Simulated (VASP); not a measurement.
Set up this calculation in VASP 6.6.1, as the native input.

```yaml
Task: single point
Functional: PBE
Potentials_or_basis: VASP PAW PBE potentials, release 64 (Br)
Cutoff: 500 eV
k_mesh: 11 × 11 × 11
Occupations: fermi-dirac, width 0.02 eV
Spin: no spin polarisation
Dipole_correction: no
Further_INCAR_settings: ALGO = Normal; EDIFF = 1e-06; NBANDS = 14
```

The structure of Br lies in POSCAR:

```
Br
1.0
    0.0000000000      2.8119029631      2.8119029631
    2.8119029631      0.0000000000      2.8119029631
    2.8119029631      2.8119029631      0.0000000000
Br
2
Direct
    1.0000000000      1.0000000000      1.0000000000
    0.2500000000      0.2500000000      0.2500000000
```

One way to write it, as run:

INCAR

```
SYSTEM = Br
PREC     = Accurate       ! precision mode
ENCUT    = 500            ! plane-wave cutoff, eV
EDIFF    = 1E-6           ! SCF threshold, eV
ISMEAR   = -1             ! smearing method
SIGMA    = 0.02           ! smearing width, eV
LREAL    = .False.        ! projectors in reciprocal space
LASPH    = .True.         ! aspherical terms in the spheres
NELM     = 120            ! most SCF steps
ALGO     = Normal         ! electronic algorithm
ISIF     = 2              ! what is computed and relaxed
LWAVE    = .False.        ! write WAVECAR
LCHARG   = .False.        ! write CHGCAR
GGA      = PE             ! functional
NBANDS   = 14             ! bands
GGA_COMPAT= .False.
```

KPOINTS

```
regular mesh
0
Gamma
  11 11 11
  0 0 0
```

Potentials or basis: VASP PAW PBE potentials, release 64 (Br).

Run with:

```console
$ cat potpaw_PBE.64/Br/POTCAR > POTCAR
$ mpirun -np 1 vasp_std > vasp.out
```

It gave:

The pressure is 45.0 GPa and the band gap on the k mesh is zero (bands 7 and 8 overlap by 3.97 eV).

Caveat: the cell stands under pressure.

Wall time 16 s on 1 thread of AMD EPYC 9R45 96-Core Processor (Zen 5), on a shared host, peak memory 0.15 GiB.
